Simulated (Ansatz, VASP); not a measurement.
## C in VASP and in Ansatz

```
C
1.0
    -2.12684   -1.22795    0.01101
     1.39689    0.00000   -3.54240
     4.49699   -9.41425    1.15511
C
10
Cartesian
  -1.2073 -1.5963 -0.3472
  0.9195 -2.8243 -0.3582
  3.0464 -4.0522 -0.3692
  3.0464 -6.5081 -0.3692
  5.1732 -7.7361 -0.3803
  3.0674 -8.9640 3.1657
  0.2106 -1.5963 -0.3547
  0.2106 -4.0522 -0.3547
  2.3374 -5.2802 -0.3657
  4.4643 -6.5081 -0.3767
```

Alike in both runs: task single point; functional r2SCAN; k mesh 11 × 8 × 3; occupations gaussian, width 0.05 eV; no spin polarisation.

```csv
,VASP,Ansatz
version,VASP 6.6.1,Ansatz 0.2.0
potentials or method,"VASP PAW PBE potentials, release 64 (C), cutoff 520 eV","scalar-relativistic, plane waves, PAW"
valence electrons in the cell,40,40
```

```tsv
	VASP	Ansatz	Ansatz less VASP
gap on the k mesh at the Fermi level (eV)	0.18	0.17	-0.001
least direct gap on the mesh (eV)	0.29	0.29	0.000
pressure (GPa)	-0.8	-1.4	-0.64
traceless stress, the component that is largest in VASP (GPa)	11.62	11.30	-0.322
rms of the force components (eV/Å)	1.640	1.642	+0.0022
```

VASP's potentials were made for PBE, not for r2SCAN. Atom by atom the forces differ by 0.017 eV/Å (rms over components).
